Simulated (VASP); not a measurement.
Input of a VASP 6.6.1 run:

The input INCAR:

```
PREC = Accurate
ENCUT = 520
EDIFF = 1E-6
ISMEAR = 0
SIGMA = 0.15
LREAL = False
LASPH = True
NELM = 60
ALGO = Fast
ISIF = 2
LWAVE = False
LCHARG = False
GGA = PS
NBANDS = 22
```

The input KPOINTS:

```
regular mesh
0
Gamma
  30 30 16
```

Contents of POSCAR:

```
Rh
1.0
    2.4635822047      0.0000000000      0.0000000000
   -1.2317911023      2.1335247736      0.0000000000
    0.0000000000      0.0000000000      5.1564623557
Rh
2
Direct
    0.6666666667      0.3333333333      0.7500000000
    0.3333333333      0.6666666667      0.2500000000
```

Potentials or basis: VASP PAW PBE potentials, release 64 (Rh_pv).

Run with:

```console
$ cat potpaw_PBE.64/Rh_pv/POTCAR > POTCAR
$ mpirun -np 1 vasp_std > vasp.out
```

(1) Estimate the pressure.

(2) What does it give for the band gap on the k mesh?

Answers

(1) 24.3 GPa.

(2) zero (bands 15 and 16 overlap by 2.81 eV).

Caveat: the cell stands under pressure; the PAW data sets were made with another functional, which shifts forces and pressure a little.
